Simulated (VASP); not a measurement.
Here is a VASP 6.6.1 calculation.

INCAR

```
SYSTEM = P
  PREC = Accurate
  ENCUT = 520
  EDIFF = 1E-7
  ISMEAR = 0
  SIGMA = 0.15
  LREAL = .False.
  LASPH = .True.
  NELM = 60
  ALGO = Normal
  ISIF = 2
  LWAVE = .False.
  LCHARG = .False.
  GGA = PE
  IVDW = 12
  NBANDS = 30
```

KPOINTS

```
regular mesh
0
Gamma
  12 12 12
  0 0 0
```

Contents of POSCAR:

```
P
1.0
    0.0000000000     -4.8145205296      0.0000000000
   -4.8145205296      0.0000000000      0.0000000000
    0.0000000000      0.0000000000     -4.8147372170
P
8
Direct
    0.5000000000      0.5000000000      0.4636532604
    0.5000000000      0.5000000000      0.0000000000
    0.0000000000      0.5000000000      0.5000000000
    0.0000000000      0.5000000000      0.0000000000
    0.5000000000      0.0000000000      0.5000000000
    0.5000000000      0.0000000000      0.0000000000
    0.0000000000      0.0000000000      0.5000000000
    0.0000000000      0.0000000000      0.0000000000
```

Potentials or basis: VASP PAW PBE potentials, release 64 (P).

Launch:

```sh
$ cat potpaw_PBE.64/P/POTCAR > POTCAR
$ mpirun -np 1 vasp_std > vasp.out
```

(1) What does it give for the dispersion energy per atom?

(2) What does it give for the band gap on the k mesh?

## Answers

(1) -0.506 eV.

(2) zero (bands 20 and 21 overlap by 2.49 eV).

Caveat: the cell differs from its parent crystal (atom 1 (P) moved +0.175 Å towards its neighbour atom 2 (P) at 2.407 Å).
